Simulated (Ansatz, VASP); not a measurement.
**ZrS in VASP and in Ansatz**

The input POSCAR:

```
ZrS
1.0
    0.0000000000      2.6250000000      2.6250000000
    2.6250000000      0.0000000000      2.6250000000
    2.6250000000      2.6250000000      0.0000000000
Zr S
1 1
Direct
   -0.0119047619     -0.0119047619      0.0119047619
    0.5000000000      0.5000000000      0.5000000000
```

INCAR.step1

```
ALGO = Normal ; EDIFF = 1E-5
ENCUT = 550 ; GGA = PE
GGA_COMPAT = F ; ISMEAR = 0
LASPH = T ; LCHARG = F
LREAL = F ; LWAVE = T
NBANDS = 16 ; NELM = 120
PREC = Accurate ; SIGMA = 0.15
```

File INCAR.step2:

```
ALGO = Normal ; EDIFF = 1E-6
ENCUT = 550 ; GGA_COMPAT = F
ISIF = 2 ; ISMEAR = 0
ISTART = 1 ; LASPH = T
LCHARG = F ; LMIXTAU = T
LREAL = F ; LWAVE = F
METAGGA = R2SCAN ; NBANDS = 16
NELM = 120 ; PREC = Accurate
SIGMA = 0.15
```

KPOINTS

```
k-points
0
Gamma
  16 16 16
```

Input for Ansatz:

```yaml
crystal:
  lattice:
    - [0.0, 2.625, 2.625]
    - [2.625, 0.0, 2.625]
    - [2.625, 2.625, 0.0]
  atoms:
    - { symbol: Zr, position: [-0.0119047619, -0.0119047619, 0.0119047619] }
    - { symbol: S, position: [0.5, 0.5, 0.5] }
basis:
  ecutwfc: 500
kpoints:
  mp_grid: { grid: [16, 16, 16] }
hamiltonian:
  xc: r2scan
scf:
  occupations: { method: gaussian, width: 0.15 }
output:
  forces: true
  stress: true
  eigenvalues: true
```

Change from the starting cell: all Zr atoms moved +0.062 Å, as atom 1 towards its neighbour atom 2 (S) at 2.625 Å.

Alike in both runs: task single point; functional r2SCAN; k mesh 16 × 16 × 16; occupations gaussian, width 0.15 eV; no spin polarisation.

|  | VASP | Ansatz |
| --- | --- | --- |
| version | VASP 6.6.1 | Ansatz 0.2.0 |
| potentials or method | VASP PAW PBE potentials, release 64 (Zr_sv, S), cutoff 550 eV | scalar-relativistic, plane waves, PAW |
| valence electrons in the cell | 18 | 18 |

|  | VASP | Ansatz | Ansatz less VASP |
| --- | --- | --- | --- |
| gap on the k mesh at the Fermi level (eV) | none | none | - |
| pressure (GPa) | -1.8 | -1.8 | 0.00 |
| traceless stress, the component that is largest in VASP (GPa) | 0.57 | 0.57 | -0.004 |
| rms of the force components (eV/Å) | 0.172 | 0.171 | -0.0003 |

VASP's potentials were made for PBE, not for r2SCAN. Atom by atom the forces differ by 0.000 eV/Å (rms over components). A gap of «none» marks a metal or a gap that the smearing closes. The functional is the same, so the differences come from potentials, cutoffs and numerics.
